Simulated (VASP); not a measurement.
Input of a VASP 6.6.1 run:

The input INCAR:

```
PREC = Accurate
ENCUT = 600
EDIFF = 1E-6
ISMEAR = 0
SIGMA = 0.1
LREAL = F
LASPH = T
NELM = 80
ALGO = Normal
ISIF = 3
LWAVE = F
LCHARG = F
GGA = PE
IBRION = 2
NSW = 90
EDIFFG = -0.04
```

Contents of KPOINTS:

```
regular mesh
0
Gamma
  6 6 6
```

The input POSCAR:

```
SrAl2O2
1.0
    5.0463972038      0.0000000000      0.0000000000
   -2.5231986019      4.3703081761      0.0000000000
    0.0000000000      0.0000000000      3.6358280222
Sr Al O
1 2 2
Direct
    0.0000000000      0.0000000000      0.5000000000
    0.3333333333      0.6666666667      0.0000000000
    0.6666666667      0.3333333333      0.0000000000
    0.3333333333      0.6666666667      0.5000000000
    0.6666666667      0.3333333333      0.5000000000
```

Potentials or basis: VASP PAW PBE potentials, release 64 (Sr_sv, Al, O).

Launch:

```bash
$ cat potpaw_PBE.64/Sr_sv/POTCAR potpaw_PBE.64/Al/POTCAR potpaw_PBE.64/O/POTCAR > POTCAR
$ mpirun -np 1 vasp_std > vasp.out
```

Task: Predict the band gap on the k mesh.

Result: Zero (bands 14 and 15 overlap by 3.46 eV).

Final structure:
```cif
data_structure
_symmetry_space_group_name_H-M 'P 1'
_symmetry_Int_Tables_number 1
_cell_length_a 5.0464
_cell_length_b 5.0464
_cell_length_c 3.6358
_cell_angle_alpha 90.000
_cell_angle_beta 90.000
_cell_angle_gamma 120.000
_cell_volume 80.19
loop_
_atom_site_label
_atom_site_type_symbol
_atom_site_fract_x
_atom_site_fract_y
_atom_site_fract_z
_atom_site_occupancy
Sr1 Sr 0.00000 0.00000 0.50000 1
Al1 Al 0.33333 0.66667 0.00000 1
Al2 Al 0.66667 0.33333 0.00000 1
O1 O 0.33333 0.66667 0.50000 1
O2 O 0.66667 0.33333 0.50000 1
```

Caveat: the relaxation stopped at its first step, so nothing moved.
